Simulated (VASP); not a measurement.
Zn, 4 atoms in the cell. The cell holds a wire with vacuum, 4 atoms: a = 11.500 Å, b = 9.300 Å, c = 4.920 Å, α = 90.00°, β = 90.00°, γ = 90.00°. 

* Program: VASP 6.6.1
* Task: single point
* Functional: PBE
* Potentials or basis: VASP PAW PBE potentials, release 64 (Zn)
* Cutoff: 520 eV
* k mesh: 1 × 1 × 14
* Occupations: gaussian, width 0.05 eV
* Spin: collinear spin, ferromagnetic start
* Starting moments: [0.5, 0.5, 0.5, 0.5] μB
* Dipole correction: no
* Further INCAR settings: ALGO = Normal; EDIFF = 1e-06; NBANDS = 36

Potentials or basis: VASP PAW PBE potentials, release 64 (Zn).

Launch:

```console
$ cat potpaw_PBE.64/Zn/POTCAR > POTCAR
$ mpirun -np 1 vasp_std > vasp.out
```

Hardware: 1 thread of Intel(R) Xeon(R) Platinum 8375C CPU @ 2.90GHz (Ice Lake) (shared host).

How long does it take, and how much memory?

Wall time 6.3 min on 1 thread of Intel(R) Xeon(R) Platinum 8375C CPU @ 2.90GHz (Ice Lake), with other jobs on the host, peak memory 0.81 GiB. Counts: scf iterations 17, k points 8.
